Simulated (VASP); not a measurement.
# AlNi (P4/mmm) in VASP: a series of runs, part 2 of 2

VASP 6.6.1. The steps go on from the part before.

## (3) Single point, PBE (strain -0.0150 x Voigt [1, 1, 0, 0, 0, 0])

INCAR

```
  ALGO = Fast
  EDIFF = 1E-7
  ENCUT = 520
  GGA = PE
  ISIF = 2
  ISMEAR = 0
  LASPH = T
  LCHARG = F
  LREAL = F
  LWAVE = F
  NBANDS = 14
  NELM = 80
  PREC = Accurate
  SIGMA = 0.15
```

KPOINTS

```
k-points
0
Gamma
  20 20 20
```

POSCAR

```
AlNi
1.0
    2.0121676598     -2.0121676598      0.0000000000
    2.0121676598      2.0121676598      0.0000000000
    0.0000000000      0.0000000000      2.9011416498
Al Ni
1 1
Direct
    0.0000000000      0.0000000000      0.0000000000
    0.5000000000      0.5000000000      0.5000000000
```

Potentials or basis: VASP PAW PBE potentials, release 64 (Al, Ni).

Started as:

```
> cat potpaw_PBE.64/Al/POTCAR potpaw_PBE.64/Ni/POTCAR > POTCAR
> mpirun -np 1 vasp_std > vasp.out
```

OUTCAR:

```text
EDIFF = 1E-7
   ENCUT = 520
   GGA = PE
   ISIF = 2
   ISMEAR = 0
   LASPH = T
   LREAL = F
   NELM = 80
   PREC = Accurate

 ion  position               nearest neighbor table
   1  0.000  0.000  0.000-   2 2.48   2 2.48   2 2.48   2 2.48   2 2.48   2 2.48   2 2.48   2 2.48

   2  0.500  0.500  0.500-   1 2.48   1 2.48   1 2.48   1 2.48   1 2.48   1 2.48   1 2.48   1 2.48

  LATTYP: Found a simple tetragonal cell.
 ALAT       =     2.8456347943
 C/A-ratio  =     1.0195059660

  Lattice vectors:

 A1 = (   2.0121676598,  -2.0121676598,   0.0000000000)
 A2 = (   2.0121676598,   2.0121676598,   0.0000000000)
 A3 = (   0.0000000000,   0.0000000000,   2.9011416498)

Analysis of symmetry for initial positions (statically):
=====================================================================
 Subroutine PRICEL returns:
 Original cell was already a primitive cell.

 Routine SETGRP: Setting up the symmetry group for a
 simple tetragonal supercell.

 Subroutine GETGRP returns: Found 16 space group operations
 (whereof 16 operations were pure point group operations)
 out of a pool of 16 trial point group operations.

The static configuration has the point symmetry D_4h.

Analysis of symmetry for dynamics (positions and initial velocities):
=====================================================================
 Subroutine PRICEL returns:
 Original cell was already a primitive cell.

 Routine SETGRP: Setting up the symmetry group for a
 simple tetragonal supercell.

 Subroutine GETGRP returns: Found 16 space group operations
 (whereof 16 operations were pure point group operations)
 out of a pool of 16 trial point group operations.

The dynamic configuration has the point symmetry D_4h.

 Subroutine INISYM returns: Found 16 space group operations
 (whereof 16 operations are pure point group operations),
 and found     1 'primitive' translations

----------------------------------------------------------------------------------------

                                     Primitive cell

  volume of cell :      23.4924

  direct lattice vectors                    reciprocal lattice vectors
     2.012167660 -2.012167660  0.000000000     0.248488240 -0.248488240  0.000000000
     2.012167660  2.012167660  0.000000000     0.248488240  0.248488240  0.000000000
     0.000000000  0.000000000  2.901141650     0.000000000  0.000000000  0.344691891

  length of vectors
     2.845634794  2.845634794  2.901141650     0.351415439  0.351415439  0.344691891

  position of ions in fractional coordinates (direct lattice)
     0.000000000  0.000000000  0.000000000
     0.500000000  0.500000000  0.500000000

  ion indices of the primitive-cell ions
   primitive index   ion index
                 1           1
                 2           2

----------------------------------------------------------------------------------------

 KPOINTS: k-points

Automatic generation of k-mesh.
 Grid dimensions read from file:
 generate k-points for:   20   20   20

 Generating k-lattice:

  Cartesian coordinates                     Fractional coordinates (reciprocal lattice)
[... 43 lines left out ...]
   number of dos      NEDOS =    301   number of ions     NIONS =      2
   total plane-waves  NPLWV =  13824
   dimension x,y,z NGX =    24 NGY =   24 NGZ =   24
   dimension x,y,z NGXF=    48 NGYF=   48 NGZF=   48
   ions per type =               1   1
   NGX,Y,Z   is equivalent  to a cutoff of  14.02, 14.02, 13.75 a.u.
   NGXF,Y,Z  is equivalent  to a cutoff of  28.04, 28.04, 27.51 a.u.
 SYSTEM =  unknown system
   PREC   = accura    normal or accurate (medium, high low for compatibility)
   ISTART =      0    job   : 0-new  1-cont  2-samecut
   ICHARG =      2    charge: 1-file 2-atom 10-const
   ISPIN  =      1    spin polarized calculation?
   LNONCOLLINEAR =      F non collinear calculations
   LSORBIT =      F    spin-orbit coupling
   LASPH  =      T    aspherical Exc in radial PAW
   ENCUT  =  520.0 eV  38.22 Ry    6.18 a.u.   5.29  5.29  5.39*2*pi/ulx,y,z
   NELM   =     80;   NELMIN=  2; NELMDL= -5     # of ELM steps
   EDIFF  = 0.1E-06   stopping-criterion for ELM
   LREAL  =      F    real-space projection
   EDIFFG = 0.1E-05   stopping-criterion for IOM
   NSW    =      0    number of steps for IOM
   IBRION =     -1    ionic relax: 0-MD 1-quasi-New 2-CG
   NFREE  =      0    steps in history (QN), initial steepest desc. (CG)
   ISIF   =      2    stress and relaxation
   ISYM   =      2    0-nonsym 1-usesym 2-fastsym
   POTIM  = 0.5000    time-step for ionic-motion
   TEBEG  =    0.0;   TEEND  =   0.0 temperature during run
   PSTRESS=    0.0 pullay stress
   NELECT =      13.0000    total number of electrons
   NUPDOWN=      -1.0000    fix difference up-down
   EMIN   =  10.00;   EMAX   =-10.00  energy-range for DOS
   EFERMI =   0.00;   METHOD = LEGACY
   ISMEAR =     0;   SIGMA  =   0.15  broadening in eV -4-tet -1-fermi 0-gaus
   EFERMI_NEDOS =   21; number of points for ismear=-14 and -15
   IALGO  =     68    algorithm
   IMIX   =      4    mixing-type and parameters
     AMIX     =   0.40;   BMIX     =  1.00
     AMIX_MAG =   1.60;   BMIX_MAG =  1.00
  volume/ion in A,a.u.               =      11.75        79.27
  Fermi-wavevector in a.u.,A,eV,Ry     =   1.344044  2.539875 24.578307  1.806455
  Thomas-Fermi vector in A             =   2.472069
   LORBIT       =      0    0 simple, 1 ext, 2 COOP (PROOUT), +10 PAW based schemes
   GGA     = PE    functional components
   LHFCALC =     F    Hartree Fock is set to
   AEXX    =    0.0000 exact exchange contribution
   IVDW    =     0    specifies the selected vdW correction
   LEPSILON=     F    determine dielectric tensor
   LRPA    =     F    only Hartree local field effects (RPA)
 non-spin polarized calculation
 RMM-DIIS sequential band-by-band and
 Gauss-broadening in eV      SIGMA  =   0.15
  energy-cutoff  :      520.00
  volume of cell :       23.49
 maximum number of plane-waves:       651
 NGX is ok and might be reduce to    24
   NGX = 11   NGY = 11   NGZ = 11

 number of electron      13.0000008 magnetization

 Free energy of the ion-electron system (eV)
  ---------------------------------------------------
  ext. energy  EPLUGINS =         0.00000000
  ---------------------------------------------------
  free energy    TOTEN  =       -10.53020162 eV

  energy without entropy =      -10.52032670  energy(sigma->0) =      -10.52526416

 E-fermi :  10.2590     XC(G=0): -12.1337

 val. band max:       10.2557872220   @ k =   0.4000   0.3500   0.5000
 cond. band min:      10.2669335986   @ k =   0.3500   0.2000   0.0000
 fundamental gap:      0.0111463767
 Fermi energy:        10.2590491346

 k-point     1 :       0.0000    0.0000    0.0000
  band No.  band energies     occupation
      1      -1.0062      2.00000
      2       6.9406      2.00000
      3       6.9585      2.00000
      4       8.6677      2.00000
      5       8.6677      2.00000
      6       8.7200      2.00000
      7      15.3772      0.00000
      8      16.0727      0.00000
      9      16.0727      0.00000
     10      18.3488      0.00000
     11      18.5225      0.00000
     12      24.3431      0.00000
     13      31.2531      0.00000
     14      31.2697      0.00000
[... 377 lines left out ...]
      1      -0.0727      2.00000
      2       6.8674      2.00000
      3       7.1161      2.00000
      4       8.3434      2.00000
      5       8.3762      2.00000
      6       8.6232      2.00000
      7      12.2791      0.00000
      8      15.2557      0.00000
      9      16.5839      0.00000
     10      19.3042      0.00000
     11      22.5532      0.00000
     12      25.6432      0.00000
     13      27.0197      0.00000
     14      27.5237      0.00000

 [... further k-points ...]

------------------------ aborting loop because EDIFF is reached ----------------------------------------

  FORCE on cell =-STRESS in cart. coord.  units (eV):
  Direction    XX          YY          ZZ          XY          YZ          ZX
  --------------------------------------------------------------------------------------
  -------------------------------------------------------------------------------------
  Total        0.8127996      0.8127996      0.6031731      0.0000000     -0.0000000     -0.0000000
  in kB       55.4327988     55.4327988     41.1363046      0.0000000     -0.0000000     -0.0000000
  external PRESSURE =      50.6673008 kB  Pullay stress =       0.0000000 kB

 VOLUME and BASIS-vectors are now :
 -----------------------------------------------------------------------------
  energy-cutoff  :      520.00
  volume of cell :       23.49
      direct lattice vectors                 reciprocal lattice vectors
     2.012167660 -2.012167660  0.000000000     0.248488240 -0.248488240  0.000000000
     2.012167660  2.012167660  0.000000000     0.248488240  0.248488240  0.000000000
     0.000000000  0.000000000  2.901141650     0.000000000  0.000000000  0.344691891

 POSITION                                       TOTAL-FORCE (eV/Angst)
 -----------------------------------------------------------------------------------
      0.00000      0.00000      0.00000        -0.000000     -0.000000      0.000000
      2.01217      0.00000      1.45057         0.000000      0.000000      0.000000
 -----------------------------------------------------------------------------------
    total drift:                                0.000000     -0.000000     -0.000000

  FREE ENERGIE OF THE ION-ELECTRON SYSTEM (eV)
  ---------------------------------------------------
  free  energy   TOTEN  =       -10.5302016200 eV

  energy  without entropy=      -10.5203266972  energy(sigma->0) =      -10.52526416
```

Run time: 1.8 min. Hardware: 1 thread of Intel Xeon Platinum 8488C (Sapphire Rapids), shared host; peak memory 0.35 GiB.

What came out:

```yaml
Free_energy: -10.5302 eV
Pressure: 5.1 GPa
```

Stress tensor (GPa, compression positive):
```
5.54 0.00 0.00
0.00 5.54 0.00
0.00 0.00 4.11
```

Levels at points of the mesh, in eV from the Fermi level:
```
           k point  band 5  band 6  band 7  band 8  band 9  band 10
(0.00, 0.00, 0.00)   -1.59   -1.54    5.12    5.81    5.81     8.09
(0.50, 0.00, 0.00)   -2.26   -1.50   -0.60    8.29    9.71    10.36
(0.50, 0.50, 0.00)   -2.18   -2.18   -1.00    1.64    2.67    12.16
(0.00, 0.00, 0.50)   -2.26   -1.46   -0.75    8.31   10.28    10.28
(0.50, 0.00, 0.50)   -2.10   -2.08   -1.05    1.46    2.50    12.64
(0.50, 0.50, 0.50)   -0.98    1.97    2.01    2.01    3.85     4.45
```

Caveat: the cell differs from its parent crystal (strain -0.0150 x Voigt [1, 1, 0, 0, 0, 0]). Spin polarisation is off, so any magnetic state and its effect on volume and gap are missing.

## (4) Single point, PBE (strain -0.0100 x Voigt [1, 1, 0, 0, 0, 0])

INCAR

```
ALGO = Fast ; EDIFF = 1E-6
ENCUT = 520 ; GGA = PE
ISIF = 2 ; ISMEAR = 0
LASPH = True ; LCHARG = False
LREAL = False ; LWAVE = False
NBANDS = 14 ; NELM = 80
PREC = Accurate ; SIGMA = 0.15
```

KPOINTS is that of step 3.

POSCAR

```
AlNi
1.0
    2.0223817089     -2.0223817089      0.0000000000
    2.0223817089      2.0223817089      0.0000000000
    0.0000000000      0.0000000000      2.9011416498
Al Ni
1 1
Direct
    0.0000000000      0.0000000000      0.0000000000
    0.5000000000      0.5000000000      0.5000000000
```

Started as:

```
> cat potpaw_PBE.64/Al/POTCAR potpaw_PBE.64/Ni/POTCAR > POTCAR
> mpirun -np 1 vasp_std > vasp.out
```

Wall time 1.7 min (1 thread of Intel Xeon Platinum 8488C (Sapphire Rapids), shared host); peak memory 0.34 GiB.

It converged, with:

```yaml
Free_energy: -10.5372 eV
Pressure: 3.2 GPa
```

Stress tensor (GPa, compression positive):
```
3.52 0.00 0.00
0.00 3.52 0.00
0.00 0.00 2.47
```

Levels at points of the mesh, in eV from the Fermi level:
```tsv
k point	band 5	band 6	band 7	band 8	band 9	band 10
(0.00, 0.00, 0.00)	-1.57	-1.53	5.20	5.71	5.71	8.09
(0.50, 0.00, 0.00)	-2.24	-1.47	-0.61	8.29	9.76	10.24
(0.50, 0.50, 0.00)	-2.13	-2.13	-1.00	1.59	2.59	12.13
(0.00, 0.00, 0.50)	-2.24	-1.45	-0.72	8.29	10.19	10.19
(0.50, 0.00, 0.50)	-2.08	-2.06	-1.03	1.46	2.47	12.48
(0.50, 0.50, 0.50)	-0.97	1.98	2.01	2.01	3.76	4.43
```

Caveat: the cell differs from its parent crystal (strain -0.0100 x Voigt [1, 1, 0, 0, 0, 0]). Spin polarisation is off, so any magnetic state and its effect on volume and gap are missing.

## (5) Single point, PBE (strain -0.0050 x Voigt [1, 1, 0, 0, 0, 0])

INCAR

```
SYSTEM = AlNi
  PREC = Accurate
  ENCUT = 520
  EDIFF = 1E-6
  ISMEAR = 0
  SIGMA = 0.15
  LREAL = .FALSE.
  LASPH = .TRUE.
  NELM = 80
  ALGO = Fast
  ISIF = 2
  LWAVE = .FALSE.
  LCHARG = .FALSE.
  GGA = PE
  NBANDS = 14
```

KPOINTS

```
regular mesh
0
G
  20 20 20
  0 0 0
```

POSCAR

```
AlNi
1.0
    2.0325957579     -2.0325957579      0.0000000000
    2.0325957579      2.0325957579      0.0000000000
    0.0000000000      0.0000000000      2.9011416498
Al Ni
1 1
Direct
    0.0000000000      0.0000000000      0.0000000000
    0.5000000000      0.5000000000      0.5000000000
```

Potentials or basis: VASP PAW PBE potentials, release 64 (Al, Ni).

Started as:

```
> cat potpaw_PBE.64/Al/POTCAR potpaw_PBE.64/Ni/POTCAR > POTCAR
> mpirun -np 1 vasp_std > vasp.out
```

OUTCAR:

```text
SYSTEM = AlNi
   PREC = Accurate
   ENCUT = 520
   EDIFF = 1E-6
   ISMEAR = 0
   LREAL = .FALSE.
   LASPH = .TRUE.
   NELM = 80
   ISIF = 2
   GGA = PE

 ion  position               nearest neighbor table
   1  0.000  0.000  0.000-   2 2.50   2 2.50   2 2.50   2 2.50   2 2.50   2 2.50   2 2.50   2 2.50

   2  0.500  0.500  0.500-   1 2.50   1 2.50   1 2.50   1 2.50   1 2.50   1 2.50   1 2.50   1 2.50

  LATTYP: Found a simple tetragonal cell.
 ALAT       =     2.8745244876
 C/A-ratio  =     1.0092596749

  Lattice vectors:

[... 598 lines left out ...]

  FORCE on cell =-STRESS in cart. coord.  units (eV):
  Direction    XX          YY          ZZ          XY          YZ          ZX
  --------------------------------------------------------------------------------------
  -------------------------------------------------------------------------------------
  Total        0.2503387      0.2503387      0.1498804      0.0000000      0.0000000      0.0000000
  in kB       16.7316088     16.7316088     10.0173862      0.0000000      0.0000000      0.0000000
  external PRESSURE =      14.4935346 kB  Pullay stress =       0.0000000 kB

 VOLUME and BASIS-vectors are now :
 -----------------------------------------------------------------------------
  energy-cutoff  :      520.00
  volume of cell :       23.97
      direct lattice vectors                 reciprocal lattice vectors
     2.032595758 -2.032595758  0.000000000     0.245990871 -0.245990871  0.000000000
     2.032595758  2.032595758  0.000000000     0.245990871  0.245990871  0.000000000
     0.000000000  0.000000000  2.901141650     0.000000000  0.000000000  0.344691891

 POSITION                                       TOTAL-FORCE (eV/Angst)
 -----------------------------------------------------------------------------------
      0.00000      0.00000      0.00000        -0.000000     -0.000000      0.000000
      2.03260      0.00000      1.45057         0.000000      0.000000      0.000000
 -----------------------------------------------------------------------------------
    total drift:                                0.000000     -0.000000     -0.000000

  FREE ENERGIE OF THE ION-ELECTRON SYSTEM (eV)
  ---------------------------------------------------
  free  energy   TOTEN  =       -10.5414227039 eV

  energy  without entropy=      -10.5313903455  energy(sigma->0) =      -10.53640652
```

OSZICAR:

```text
N       E                     dE             d eps       ncg     rms          rms(c)
DAV:   1     0.404141912656E+02    0.40414E+02   -0.53779E+03 20622   0.967E+02
DAV:   2    -0.102328718221E+02   -0.50647E+02   -0.45660E+02 21918   0.179E+02
DAV:   3    -0.119508360136E+02   -0.17180E+01   -0.17012E+01 25578   0.365E+01
DAV:   4    -0.119738099197E+02   -0.22974E-01   -0.22967E-01 24568   0.385E+00
DAV:   5    -0.119745033461E+02   -0.69343E-03   -0.69341E-03 26148   0.729E-01    0.119E+01
RMM:   6    -0.138683567120E+02   -0.18939E+01   -0.13936E+01 24647   0.465E+01    0.166E+01
RMM:   7    -0.105552544683E+02    0.33131E+01   -0.39069E+00 22774   0.241E+01    0.113E+00
RMM:   8    -0.105503852348E+02    0.48692E-02   -0.79337E-02 21724   0.272E+00    0.661E-01
RMM:   9    -0.105448257782E+02    0.55595E-02   -0.24591E-02 23130   0.982E-01    0.519E-01
RMM:  10    -0.105413828947E+02    0.34429E-02   -0.65657E-03 24998   0.102E+00    0.115E-01
RMM:  11    -0.105416035993E+02   -0.22070E-03   -0.68049E-04 27474   0.305E-01    0.134E-01
RMM:  12    -0.105414113041E+02    0.19230E-03   -0.33942E-04 27006   0.203E-01    0.151E-02
RMM:  13    -0.105414204771E+02   -0.91730E-05   -0.86559E-05 28149   0.613E-02    0.124E-02
RMM:  14    -0.105414236448E+02   -0.31676E-05   -0.17134E-05 28116   0.293E-02    0.207E-02
RMM:  15    -0.105414227039E+02    0.94083E-06   -0.32159E-06 22789   0.187E-02
   1 F= -.10541423E+02 E0= -.10536407E+02  d E =-.100324E-01
```

Wall time 1.7 min (1 thread of Intel Xeon Platinum 8488C (Sapphire Rapids), shared host); peak memory 0.35 GiB.

Results:

| Item | Value |
| --- | --- |
| Free energy | -10.5414 eV |
| Pressure | 1.4 GPa |

Levels at points of the mesh, in eV from the Fermi level:
```
           k point  band 3  band 4  band 5  band 6  band 7  band 8  band 9  band 10  band 11  band 12
(0.00, 0.00, 0.00)   -3.21   -1.54   -1.54   -1.52    5.27    5.60    5.60     8.08     8.16    13.71
(0.50, 0.00, 0.00)   -2.73   -2.27   -2.22   -1.45   -0.62    8.28    9.82    10.13    10.71    10.98
(0.50, 0.50, 0.00)   -2.83   -2.83   -2.09   -2.09   -0.99    1.54    2.51    12.10    14.99    14.99
(0.00, 0.00, 0.50)   -2.75   -2.22   -2.22   -1.43   -0.68    8.28   10.09    10.09    10.89    10.89
(0.50, 0.00, 0.50)   -2.92   -2.87   -2.05   -2.04   -1.01    1.45    2.43    12.32    15.14    15.23
(0.50, 0.50, 0.50)   -4.08   -0.99   -0.97    2.00    2.02    2.02    3.67     4.40     4.40     4.50
```

Caveat: the cell differs from its parent crystal (strain -0.0050 x Voigt [1, 1, 0, 0, 0, 0]).

## (6) Single point, PBE (strain +0.0050 x Voigt [1, 1, 0, 0, 0, 0])

INCAR

```
SYSTEM = AlNi
PREC = Accurate
ENCUT = 520
EDIFF = 1E-6
ISMEAR = 0
SIGMA = 0.15
LREAL = .False.
LASPH = .True.
NELM = 60
ALGO = Fast
ISIF = 2
LWAVE = .False.
LCHARG = .False.
GGA = PE
NBANDS = 14
```

KPOINTS

```
Automatic mesh
0
Gamma
  20 20 20
  0 0 0
```

POSCAR

```
AlNi
1.0
    2.0530238560     -2.0530238560      0.0000000000
    2.0530238560      2.0530238560      0.0000000000
    0.0000000000      0.0000000000      2.9011416498
Al Ni
1 1
Direct
    0.0000000000      0.0000000000      0.0000000000
    0.5000000000      0.5000000000      0.5000000000
```

Potentials or basis: VASP PAW PBE potentials, release 64 (Al, Ni).

Started as:

```
> cat potpaw_PBE.64/Al/POTCAR potpaw_PBE.64/Ni/POTCAR > POTCAR
> mpirun -np 1 vasp_std > vasp.out
```

Wall time 1.7 min (1 thread of Intel Xeon Platinum 8488C (Sapphire Rapids), shared host); peak memory 0.35 GiB.

It converged, with:

```
Free energy : -10.5419 eV
Pressure    : -1.7 GPa
```

Levels at points of the mesh, in eV from the Fermi level:
| k point | band 5 | band 6 | band 7 | band 8 | band 9 | band 10 |
| --- | --- | --- | --- | --- | --- | --- |
| (0.00, 0.00, 0.00) | -1.49 | -1.49 | 5.40 | 5.40 | 5.43 | 8.05 |
| (0.50, 0.00, 0.00) | -2.17 | -1.41 | -0.63 | 8.25 | 9.90 | 9.93 |
| (0.50, 0.50, 0.00) | -2.00 | -2.00 | -0.98 | 1.44 | 2.36 | 12.04 |
| (0.00, 0.00, 0.50) | -2.18 | -1.41 | -0.63 | 8.25 | 9.91 | 9.91 |
| (0.50, 0.00, 0.50) | -2.01 | -2.01 | -0.98 | 1.45 | 2.37 | 12.02 |
| (0.50, 0.50, 0.50) | -0.95 | 2.03 | 2.03 | 2.03 | 3.49 | 4.34 |

Caveat: the cell differs from its parent crystal (strain +0.0050 x Voigt [1, 1, 0, 0, 0, 0]).

## (7) Summary

```csv
cell,further INCAR settings,gap on the mesh (eV),pressure (GPa)
"a = 2.831, b = 2.831, c = 2.901 Å, 2 atoms",ALGO = Fast; EDIFF = 1e-06; NBANDS = 14,none,6.9
"a = 2.846, b = 2.846, c = 2.901 Å, 2 atoms",ALGO = Fast; EDIFF = 1e-07; NBANDS = 14,none,5.1
"a = 2.860, b = 2.860, c = 2.901 Å, 2 atoms",ALGO = Fast; EDIFF = 1e-06; NBANDS = 14,none,3.2
"a = 2.875, b = 2.875, c = 2.901 Å, 2 atoms",ALGO = Fast; EDIFF = 1e-06; NBANDS = 14,none,1.4
"a = 2.903, b = 2.903, c = 2.901 Å, 2 atoms",ALGO = Fast; EDIFF = 1e-06; NBANDS = 14,none,-1.7
```

Alike in all rows: task single point; level PBE; potentials or basis VASP PAW PBE potentials, release 64 (Al, Ni); no spin polarisation; k mesh 20 × 20 × 20; cutoff (eV) 520; smearing gaussian 0.15 eV.

Total energies depend on the potentials used, so only differences within one code and one set of settings carry meaning.
